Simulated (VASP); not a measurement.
Runs of VASP 6.6.1 on LiNbO3. The structure is that of space group R3c (No. 161), or close to it. The cells are those of the table. 

```tsv
task	cell	cutoff (eV)	smearing	gap on the mesh (eV)	largest force (eV/Å)
single point	a = 5.550 Å, angles 55.7°, 10 atoms	520	gaussian 0.02 eV	3.56	0.02
single point	a = 5.550 Å, angles 55.7°, 10 atoms	520	gaussian 0.01 eV	3.56	0.02
single point	a = 5.497 Å, angles 55.9°, 10 atoms	520	gaussian 0.1 eV	3.60	0.20
relaxation of cell and atoms	relaxed from a = 5.497 Å, angles 55.9°, 10 atoms	600	gaussian 0.02 eV	(a)	-
```

Alike in all rows: level PBE; potentials or basis VASP PAW PBE potentials, release 64 (Li_sv, Nb_sv, O); no spin polarisation; k mesh 6 × 6 × 6.

Q: Fill in the values left out.

A: (a) 3.54.

A k mesh can miss the band edges, and the runs leave out spin-orbit coupling on Nb.
